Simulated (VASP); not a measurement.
# SiO2 (P4_2/mnm) in VASP: a series of runs, part 2 of 2

VASP 6.6.1. Earlier steps stand in the parts before.

### Step 5. Single point, PBE

This run uses another cell than the first one, of 7.22 Å³/atom.

INCAR

```
SYSTEM = SiO2
PREC = Accurate
ENCUT = 520
EDIFF = 1E-6
ISMEAR = 0
SIGMA = 0.05
LREAL = .False.
LASPH = .True.
NELM = 60
ALGO = Normal
ISIF = 2
LWAVE = .False.
LCHARG = .False.
GGA = PE
NBANDS = 25
```

KPOINTS

```
regular mesh
0
Gamma
  6 6 8
  0 0 0
```

POSCAR

```
SiO2
1.0
    4.1406000000      0.0000000000      0.0000000000
    0.0000000000      4.1406000000      0.0000000000
    0.0000000000      0.0000000000      2.5284000000
Si O
2 4
Direct
    0.5000000000      0.5000000000      0.5000000000
    0.0000000000      0.0000000000      0.0000000000
    0.6930127928      0.6930127928      0.0000000000
    0.1930127928      0.8069872072      0.5000000000
    0.3069872072      0.3069872072      0.0000000000
    0.8069872072      0.1930127928      0.5000000000
```

Potentials or basis: VASP PAW PBE potentials, release 64 (Si, O).

Command:

```
> cat potpaw_PBE.64/Si/POTCAR potpaw_PBE.64/O/POTCAR > POTCAR
> mpirun -np 1 vasp_std > vasp.out
```

OUTCAR:

```text
SYSTEM = SiO2
   PREC = Accurate
   ENCUT = 520
   EDIFF = 1E-6
   ISMEAR = 0
   LREAL = .False.
   LASPH = .True.
   NELM = 60
   ISIF = 2
   GGA = PE

 ion  position               nearest neighbor table
   1  0.500  0.500  0.500-   3 1.70   5 1.70   3 1.70   5 1.70   4 1.80   6 1.80
   2  0.000  0.000  0.000-   4 1.70   6 1.70   4 1.70   6 1.70   5 1.80   3 1.80
   3  0.693  0.693  0.000-   1 1.70   1 1.70   2 1.80
   4  0.193  0.807  0.500-   2 1.70   2 1.70   1 1.80
   5  0.307  0.307  0.000-   1 1.70   1 1.70   2 1.80
   6  0.807  0.193  0.500-   2 1.70   2 1.70   1 1.80

[... 881 lines left out ...]
  -------------------------------------------------------------------------------------
  Total        8.7091733      8.7091733     17.9129936      0.0000000      0.0000000      0.0000000
  in kB      321.8957035    321.8957035    662.0738210      0.0000000      0.0000000      0.0000000
  external PRESSURE =     435.2884094 kB  Pullay stress =       0.0000000 kB

 VOLUME and BASIS-vectors are now :
 -----------------------------------------------------------------------------
  energy-cutoff  :      520.00
  volume of cell :       43.35
      direct lattice vectors                 reciprocal lattice vectors
     4.140600000  0.000000000  0.000000000     0.241510892  0.000000000  0.000000000
     0.000000000  4.140600000  0.000000000     0.000000000  0.241510892  0.000000000
     0.000000000  0.000000000  2.528400000     0.000000000  0.000000000  0.395507040

 POSITION                                       TOTAL-FORCE (eV/Angst)
 -----------------------------------------------------------------------------------
      2.07030      2.07030      1.26420         0.000000      0.000000     -0.000000
      0.00000      0.00000      0.00000         0.000000      0.000000     -0.000000
      2.86949      2.86949      0.00000         0.552103      0.552103      0.000000
      0.79919      3.34141      1.26420         0.552103     -0.552103     -0.000000
      1.27111      1.27111      0.00000        -0.552103     -0.552103     -0.000000
      3.34141      0.79919      1.26420        -0.552103      0.552103      0.000000
 -----------------------------------------------------------------------------------
    total drift:                                0.000000      0.000000     -0.000000

  FREE ENERGIE OF THE ION-ELECTRON SYSTEM (eV)
  ---------------------------------------------------
  free  energy   TOTEN  =       -45.5777262703 eV

  energy  without entropy=      -45.5777262703  energy(sigma->0) =      -45.57772627
```

Run time: 39 s. Hardware: 1 thread of Intel Xeon 8259CL, shared host; peak memory 0.17 GiB.

Results:

- Free energy: -45.5777 eV
- Pressure: 43.5 GPa
- Largest force: 0.781 eV/Å
- Band gap on the k mesh: 7.14 eV

Forces on the atoms (eV/Å):
```
Si   0.000  0.000  0.000
Si   0.000  0.000  0.000
O    0.552  0.552  0.000
O    0.552 -0.552  0.000
O   -0.552 -0.552  0.000
O   -0.552  0.552  0.000
```

Levels at points of the mesh, in eV from the valence-band top:
```
           k point  band 12  band 13  band 14  band 15  band 16  band 17  band 18  band 19  band 20  band 21
(0.00, 0.00, 0.00)    -3.06    -2.36    -0.94    -0.94     0.00     7.14     7.73     9.85     9.85    11.40
(0.50, 0.00, 0.00)    -4.19    -2.61    -2.61    -1.19    -1.19     9.19     9.19    10.27    10.27    11.22
(0.50, 0.50, 0.00)    -3.18    -2.64    -2.64    -2.64    -2.64     8.73     8.73    11.26    11.26    13.42
(0.00, 0.00, 0.50)    -4.88    -3.22    -3.22    -2.94    -2.94    10.05    10.05    13.16    13.16    13.46
(0.50, 0.00, 0.50)    -4.25    -2.52    -2.52    -1.91    -1.91     9.51     9.51    10.31    10.31    12.58
(0.50, 0.50, 0.50)    -4.75    -2.01    -2.01    -1.69    -1.69     8.05     8.05    11.41    11.41    11.94
```

Caveat: the cell stands under pressure. A k mesh can miss the band edges.

### Step 6. Single point, PBE

This run uses another cell than the first one, of 7.21 Å³/atom.

INCAR

```
SYSTEM = SiO2
ALGO = Normal
EDIFF = 1E-6
ENCUT = 520
GGA = PE
ISIF = 2
ISMEAR = 0
LASPH = .True.
LCHARG = .False.
LREAL = .False.
LWAVE = .False.
NBANDS = 25
NELM = 100
PREC = Accurate
SIGMA = 0.05
```

KPOINTS

```
k-points
0
Gamma
  6 6 8
  0 0 0
```

Edit POSCAR of step 5 so:

```diff
@@ -2,5 +2,5 @@
 1.0
-    4.1406000000      0.0000000000      0.0000000000
-    0.0000000000      4.1406000000      0.0000000000
-    0.0000000000      0.0000000000      2.5284000000
+    4.2041000000      0.0000000000      0.0000000000
+    0.0000000000      4.2041000000      0.0000000000
+    0.0000000000      0.0000000000      2.4477000000
 Si O
```

Potentials or basis: VASP PAW PBE potentials, release 64 (Si, O).

Command:

```
> cat potpaw_PBE.64/Si/POTCAR potpaw_PBE.64/O/POTCAR > POTCAR
> mpirun -np 1 vasp_std > vasp.out
```

OUTCAR:

```text
SYSTEM = SiO2
   EDIFF = 1E-6
   ENCUT = 520
   GGA = PE
   ISIF = 2
   ISMEAR = 0
   LASPH = .True.
   LREAL = .False.
   NELM = 100
   PREC = Accurate

 ion  position               nearest neighbor table
   1  0.500  0.500  0.500-   3 1.68   5 1.68   3 1.68   5 1.68   4 1.83   6 1.83
   2  0.000  0.000  0.000-   4 1.68   6 1.68   4 1.68   6 1.68   5 1.83   3 1.83
   3  0.693  0.693  0.000-   1 1.68   1 1.68   2 1.83
   4  0.193  0.807  0.500-   2 1.68   2 1.68   1 1.83
   5  0.307  0.307  0.000-   1 1.68   1 1.68   2 1.83
[... 883 lines left out ...]
  -------------------------------------------------------------------------------------
  Total        7.3203112      7.3203112     25.1396752      0.0000000      0.0000000      0.0000000
  in kB      271.1039611    271.1039611    931.0349426      0.0000000      0.0000000      0.0000000
  external PRESSURE =     491.0809550 kB  Pullay stress =       0.0000000 kB

 VOLUME and BASIS-vectors are now :
 -----------------------------------------------------------------------------
  energy-cutoff  :      520.00
  volume of cell :       43.26
      direct lattice vectors                 reciprocal lattice vectors
     4.204100000  0.000000000  0.000000000     0.237863038  0.000000000  0.000000000
     0.000000000  4.204100000  0.000000000     0.000000000  0.237863038  0.000000000
     0.000000000  0.000000000  2.447700000     0.000000000  0.000000000  0.408546799

 POSITION                                       TOTAL-FORCE (eV/Angst)
 -----------------------------------------------------------------------------------
      2.10205      2.10205      1.22385         0.000000      0.000000      0.000000
      0.00000      0.00000      0.00000         0.000000      0.000000      0.000000
      2.91350      2.91350      0.00000         0.466498      0.466498      0.000000
      0.81145      3.39265      1.22385         0.466498     -0.466498     -0.000000
      1.29060      1.29060      0.00000        -0.466498     -0.466498     -0.000000
      3.39265      0.81145      1.22385        -0.466498      0.466498      0.000000
 -----------------------------------------------------------------------------------
    total drift:                                0.000000      0.000000     -0.000000

  FREE ENERGIE OF THE ION-ELECTRON SYSTEM (eV)
  ---------------------------------------------------
  free  energy   TOTEN  =       -45.1256795607 eV

  energy  without entropy=      -45.1256795607  energy(sigma->0) =      -45.12567956
```

stdout:

```text
POSCAR found type information on POSCAR SiO
 POSCAR found :  2 types and       6 ions
 scaLAPACK will be used
 LDA part: xc-table for (Slater+PW92), standard interpolation
 POSCAR, INCAR and KPOINTS ok, starting setup
 FFT: planning ... GRIDC
 FFT: planning ... GRID_SOFT
 FFT: planning ... GRID
 WAVECAR not read
 entering main loop
```

Run time: 36 s. Hardware: 1 thread of Intel Xeon 8259CL, shared host; peak memory 0.17 GiB.

Results:

| Quantity | Value |
| --- | --- |
| Free energy | -45.1257 eV |
| Pressure | 49.1 GPa |
| Largest force | 0.660 eV/Å |
| Band gap on the k mesh | 7.22 eV |

Forces on the atoms (eV/Å):
```
Si   0.000  0.000  0.000
Si   0.000  0.000  0.000
O    0.466  0.466  0.000
O    0.466 -0.466  0.000
O   -0.466 -0.466  0.000
O   -0.466  0.466  0.000
```

Stress tensor (GPa, compression positive):
```
27.11  0.00  0.00
 0.00 27.11  0.00
 0.00  0.00 93.10
```

Caveat: the cell stands under pressure. A k mesh can miss the band edges.

### Step 7. Summary

| cell | gap on the mesh (eV) | pressure (GPa) | largest force (eV/Å) |
| --- | --- | --- | --- |
| a = 4.172, b = 4.172, c = 2.448 Å, 6 atoms | 7.51 | 55.7 | 0.88 |
| a = 4.109, b = 4.109, c = 2.528 Å, 6 atoms | 7.42 | 50.3 | 0.97 |
| a = 4.268, b = 4.268, c = 2.367 Å, 6 atoms | 7.14 | 56.9 | 0.54 |
| a = 4.141, b = 4.141, c = 2.528 Å, 6 atoms | 7.14 | 43.5 | 0.78 |
| a = 4.204, b = 4.204, c = 2.448 Å, 6 atoms | 7.22 | 49.1 | 0.66 |

Alike in all rows: task single point; level PBE; potentials or basis VASP PAW PBE potentials, release 64 (Si, O); no spin polarisation; k mesh 6 × 6 × 8; cutoff (eV) 520; smearing gaussian 0.05 eV.

Caveats: the cell stands under pressure.

Total energies depend on the potentials used, so only differences within one code and one set of settings carry meaning.
